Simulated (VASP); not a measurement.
# Mg32HS32 (a cell with a defect): single point with PBEsol

Mg32HS32 (a cell with a defect):

```
S Mg H
1.0
    10.36396    0.00000    0.00000
     0.00000   10.36396    0.00000
     0.00000    0.00000   10.36396
S Mg H
32 32 1
Direct
  0.24926 0.99840 0.99870
  0.24982 0.00170 0.49984
  0.25004 0.49944 0.00233
  0.23056 0.51254 0.51338
  0.75004 0.99959 0.99977
  0.75207 0.99631 0.50018
  0.75231 0.49996 0.99637
  0.74452 0.49810 0.49827
  0.99838 0.24930 0.99870
  0.00170 0.24988 0.49984
  0.99955 0.75009 0.99978
  0.99625 0.75215 0.50018
  0.49942 0.25007 0.00230
  0.51240 0.23063 0.51322
  0.49990 0.75235 0.99638
  0.49806 0.74458 0.49827
  0.99835 0.99839 0.24953
  0.99947 0.99953 0.75035
  0.00193 0.49949 0.25021
  0.99623 0.49994 0.75248
  0.49947 0.00189 0.25019
  0.49989 0.99631 0.75245
  0.51344 0.51341 0.23064
  0.49804 0.49811 0.74481
  0.23884 0.23875 0.23974
  0.24991 0.24997 0.74671
  0.25011 0.74622 0.25031
  0.24893 0.75182 0.75213
  0.74620 0.25013 0.25029
  0.75173 0.24898 0.75208
  0.75199 0.75204 0.24917
  0.74916 0.74923 0.74941
  0.99992 0.99997 0.00021
  0.00056 0.00063 0.49973
  0.00066 0.49947 0.00089
  0.99185 0.50087 0.50121
  0.49943 0.00071 0.00088
  0.50080 0.99192 0.50118
  0.50109 0.50111 0.99205
  0.48806 0.48823 0.48791
  0.24923 0.24926 0.99596
  0.26423 0.26433 0.48885
  0.24994 0.74881 0.00089
  0.24667 0.75405 0.50118
  0.74878 0.24999 0.00088
  0.75399 0.24675 0.50114
  0.74936 0.74940 0.99960
  0.74824 0.74827 0.49907
  0.24925 0.99548 0.24965
  0.24991 0.00060 0.74913
  0.26445 0.48879 0.26450
  0.24667 0.50085 0.75460
  0.74883 0.00068 0.25023
  0.74931 0.99941 0.74960
  0.75438 0.50107 0.24683
  0.74825 0.49885 0.74848
  0.99547 0.24929 0.24965
  0.00054 0.24996 0.74912
  0.00064 0.74887 0.25023
  0.99935 0.74936 0.74960
  0.48871 0.26455 0.26448
  0.50077 0.24675 0.75454
  0.50104 0.75436 0.24683
  0.49879 0.74830 0.74850
  0.38176 0.38204 0.38067
```

```json
{
 "Program": "VASP 6.6.1",
 "Task": "single point",
 "Functional": "PBEsol",
 "Potentials or basis": "VASP PAW PBE potentials, release 64 (S, Mg, H)",
 "Cutoff": "520 eV",
 "k mesh": "1 × 1 × 1, shifted",
 "Occupations": "fermi-dirac, width 0.05 eV",
 "Spin": "no spin polarisation",
 "Dipole correction": "no",
 "Charge": "-1",
 "Further INCAR settings": "LREAL = Auto; ALGO = Normal; EDIFF = 1e-07; NBANDS = 166; ISYM = 0; NELECT = 258.0"
}
```

- Largest force: 0.154 eV/Å

Forces on the atoms (eV/Å):
```
S    0.004 -0.009 -0.008
S   -0.006  0.006 -0.010
S   -0.011 -0.010  0.003
S    0.050  0.064  0.051
S   -0.003 -0.005 -0.004
S   -0.003 -0.009 -0.001
S   -0.004 -0.001 -0.008
S   -0.003  0.008  0.013
S   -0.009  0.005 -0.007
S    0.005 -0.006 -0.011
S   -0.005 -0.004 -0.004
S   -0.009 -0.005  0.000
S   -0.010 -0.010  0.002
S    0.065  0.054  0.053
S   -0.001 -0.005 -0.008
S    0.008 -0.003  0.014
S   -0.009 -0.009  0.006
S   -0.006 -0.006 -0.002
S    0.008 -0.009 -0.006
S   -0.009 -0.002 -0.003
S   -0.009  0.010 -0.006
S   -0.002 -0.009 -0.003
S    0.056  0.057  0.034
S    0.011  0.010 -0.005
S    0.023  0.029  0.002
S   -0.001 -0.001  0.021
S   -0.006  0.019  0.000
S   -0.007 -0.008 -0.006
S    0.020 -0.004  0.000
S   -0.006 -0.007 -0.006
S   -0.007 -0.008 -0.005
S   -0.001 -0.002 -0.002
Mg   0.005  0.005  0.005
Mg   0.001  0.001 -0.004
Mg   0.002 -0.003  0.001
Mg   0.000 -0.003 -0.002
Mg  -0.003  0.002  0.001
Mg  -0.003 -0.001 -0.002
Mg  -0.003 -0.003  0.002
Mg  -0.021 -0.023 -0.015
Mg  -0.006 -0.006  0.006
Mg   0.005  0.005 -0.019
Mg   0.002  0.008 -0.001
Mg   0.003 -0.009  0.004
Mg   0.008  0.001 -0.001
Mg  -0.010  0.002  0.004
Mg   0.001  0.001  0.006
Mg  -0.002 -0.001 -0.005
Mg  -0.006  0.000 -0.007
Mg   0.001  0.000  0.007
Mg   0.009 -0.026  0.005
Mg   0.004  0.002 -0.007
Mg   0.006  0.001 -0.001
Mg   0.001  0.006  0.001
Mg  -0.006  0.003  0.003
Mg  -0.002 -0.003 -0.003
Mg   0.001 -0.007 -0.007
Mg   0.000  0.001  0.007
Mg   0.001  0.007 -0.001
Mg   0.006  0.001  0.001
Mg  -0.025  0.007  0.004
Mg   0.002  0.003 -0.007
Mg   0.003 -0.005  0.003
Mg  -0.003 -0.002 -0.003
H   -0.095 -0.098 -0.071
```

Levels at points of the mesh, in eV from the Fermi level:
| k point | band 127 | band 128 | band 129 | band 130 | band 131 | band 132 |
| --- | --- | --- | --- | --- | --- | --- |
| (0.25, 0.25, 0.25) | -2.33 | -2.32 | -1.04 | 1.05 | 1.05 | 1.09 |

It took 30 min on 1 thread of Oxide Virtual Turin-like Processor, on a shared host, peak memory 1.2 GiB.

Caveat: the cell carries a net charge on a neutralising background, which shifts energy and pressure; the cell is charged against a uniform background, so pressure and absolute levels hang on convention; the PAW data sets were made with another functional, which shifts forces and pressure a little.
